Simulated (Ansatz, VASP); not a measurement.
**Pd in VASP and in Ansatz**

```
Pd
1.0
     0.00000    2.49405    2.49405
     2.49405    0.00000    2.49405
     2.49405    2.49405    0.00000
Pd
2
Direct
  0.00000 0.00000 0.00000
  0.50000 0.50000 0.50000
```

Alike in both runs: task single point; functional PBEsol; k mesh 12 × 12 × 12; occupations fermi-dirac, width 0.05 eV; collinear spin.

|  | VASP | Ansatz |
| --- | --- | --- |
| version | VASP 6.6.1 | Ansatz 0.2.0 |
| potentials or method | VASP PAW PBE potentials, release 64 (Pd), cutoff 520 eV | plane waves (420 eV) with PAW, scalar-relativistic |
| valence electrons in the cell | 20 | 36 |

Ansatz gave:

```
pressure (GPa)           : 15.7
net moment per atom (μB) : 0.00
```

Task: What did VASP give for the same quantities?

Result: Pressure (GPa): 15.0; net moment per atom (μB): 0.00.

VASP's potentials were made for PBE, not for PBEsol, and Ansatz warns of the same on its side. VASP's potentials hold 20 valence electrons a cell and Ansatz's 36, so a difference there can come from the potentials and not from the codes. Ansatz's warnings: seeded moment not kept.
